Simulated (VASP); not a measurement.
Write the native input for VASP 6.6.1 that does the following.

| Property | Result |
| --- | --- |
| Task | single point |
| Functional | LDA |
| Potentials or basis | VASP PAW LDA potentials, release 64 (Sb, Pb_d) |
| Cutoff | 520 eV |
| k mesh | 14 × 14 × 14 |
| Occupations | gaussian, width 0.15 eV |
| Spin | no spin polarisation |
| Dipole correction | no |
| Further INCAR settings | ALGO = Normal; EDIFF = 1e-06; NBANDS = 16 |

The structure of SbPb lies in POSCAR:

```
SbPb
1.0
    0.0000000000      3.0980787484      2.8595266848
    3.0980787484      0.0000000000      2.8595266848
    3.0980787484      3.0980787484      0.0000000000
Sb Pb
1 1
Direct
    0.5000000000      0.5000000000      0.5000000000
    0.0000000000      0.0000000000      0.0000000000
```

This cell differs from its parent crystal: volume 27.446 Å^3 an atom, c/a of the conventional cell 0.9230.

One way to write it, as run:

INCAR

```
SYSTEM = SbPb
PREC = Accurate ; ENCUT = 520
EDIFF = 1E-6 ; ISMEAR = 0
SIGMA = 0.15 ; LREAL = .False.
LASPH = .True. ; NELM = 60
ALGO = Normal ; ISIF = 2
LWAVE = .False. ; LCHARG = .True.
GGA = CA ; LELF = .True.
LVHAR = .True. ; NBANDS = 16
```

KPOINTS

```
regular mesh
0
Gamma
  14 14 14
  0 0 0
```

Potentials or basis: VASP PAW LDA potentials, release 64 (Sb, Pb_d).

The run is started by

```bash
$ cat potpaw_LDA.64/Sb/POTCAR potpaw_LDA.64/Pb_d/POTCAR > POTCAR
$ mpirun -np 1 vasp_std > vasp.out
```

It gave:

```
Pressure : 6.7 GPa
```

Run time: 55 s on 1 thread of Intel(R) Xeon(R) 6975P-C (Granite Rapids), on a shared host, peak memory 0.33 GiB.
